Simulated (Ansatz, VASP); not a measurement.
# Two plane-wave programs on HfO2

```
Hf O
1.0
    -0.06725    2.49290    2.49290
     2.49290   -0.06725    2.49290
     2.49290    2.49290   -0.06725
Hf O
1 2
Direct
  0.00000 0.00000 0.00000
  0.25000 0.25000 0.25000
  0.75000 0.75000 0.75000
```

Alike in both runs: task single point; functional PBE; k mesh 8 × 8 × 8; occupations gaussian, width 0.05 eV; no spin polarisation.

|  | VASP | Ansatz |
| --- | --- | --- |
| version | VASP 6.6.1 | Ansatz 0.2.0 |
| potentials or method | VASP PAW PBE potentials, release 64 (Hf_pv, O), cutoff 520 eV | scalar-relativistic, plane waves, PAW |
| valence electrons in the cell | 22 | 38 |

|  | VASP | Ansatz | Ansatz less VASP |
| --- | --- | --- | --- |
| gap on the k mesh at the Fermi level (eV) | 3.85 | 3.83 | -0.017 |
| least direct gap on the mesh (eV) | 3.85 | 3.83 | -0.017 |
| pressure (GPa) | 3.7 | 7.6 | +3.93 |
| traceless stress, the component that is largest in VASP (GPa) | 3.01 | 3.14 | +0.134 |
| rms of the force components (eV/Å) | 0.194 | 0.209 | +0.0144 |

Atom by atom the forces differ by 0.014 eV/Å (rms over components). The functional is the same, so the differences come from potentials, cutoffs and numerics. VASP's potentials hold 22 valence electrons a cell and Ansatz's 38, so a difference there can come from the potentials and not from the codes.

Spin-orbit coupling is off throughout.
